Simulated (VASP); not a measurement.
Wanted: the native input for a VASP 6.6.1 run.

```yaml
Task: single point
Functional: r2SCAN
Potentials_or_basis: VASP PAW PBE potentials, release 64 (Sn_d, Se)
Cutoff: 520 eV
k_mesh: 9 × 9 × 4
Occupations: gaussian, width 0.02 eV
Spin: no spin polarisation
Dipole_correction: no
Further_INCAR_settings: ALGO = Normal; EDIFF = 1e-06; NBANDS = 20
```

The system is SnSe2.

```
Sn Se
1.0
     3.84643    0.00000    0.00000
    -1.92321    3.33110    0.00000
     0.00000    0.00000    6.70223
Sn Se
1 2
Cartesian
  0.0000 0.0000 0.0000
  0.0000 2.2207 1.5726
  1.9232 1.1104 5.1296
```

One way to write it, as run:

POSCAR

```
SnSe2
1.0
    3.8464276439      0.0000000000      0.0000000000
   -1.9232138220      3.3311040535      0.0000000000
    0.0000000000      0.0000000000      6.7022317251
Sn Se
1 2
Direct
    0.0000000000      0.0000000000      0.0000000000
    0.3333333333      0.6666666667      0.2346456245
    0.6666666667      0.3333333333      0.7653543755
```

INCAR.step1

```
  PREC = Accurate
  ENCUT = 520
  ISMEAR = 0
  SIGMA = 0.02
  LREAL = F
  LASPH = T
  NELM = 60
  NBANDS = 20
  GGA = PE
  ALGO = Normal
  EDIFF = 1E-4
  LWAVE = T
  LCHARG = F
```

INCAR.step2

```
  PREC = Accurate
  ENCUT = 520
  EDIFF = 1E-6
  ISMEAR = 0
  SIGMA = 0.02
  LREAL = F
  LASPH = T
  NELM = 60
  ALGO = Normal
  ISIF = 2
  LWAVE = F
  LCHARG = F
  METAGGA = R2SCAN
  LMIXTAU = T
  NBANDS = 20
  ISTART = 1
```

KPOINTS

```
Automatic mesh
0
Gamma
  9 9 4
```

Potentials or basis: VASP PAW PBE potentials, release 64 (Sn_d, Se).

Run with:

```bash
$ cat potpaw_PBE.64/Sn_d/POTCAR potpaw_PBE.64/Se/POTCAR > POTCAR
$ cp INCAR.step1 INCAR
$ mpirun -np 1 vasp_std > vasp.out
$ cp INCAR.step2 INCAR
$ mpirun -np 1 vasp_std > vasp.out
```

It gave:

```yaml
Pressure: -0.2 GPa
Largest_force: 0.020 eV/Å
Band_gap_on_the_k_mesh: 1.11 eV (least direct gap 1.46 eV)
```

Caveat: the PAW data sets were made with another functional, which shifts forces and pressure a little; spin-orbit coupling is left out, which moves the levels of the heavy elements; an odd mesh through Γ misses points on the zone boundary, where band edges can lie.

Run time: 2.1 min on 1 thread of Intel(R) Xeon(R) 6975P-C (Granite Rapids) (shared host), peak memory 0.25 GiB.
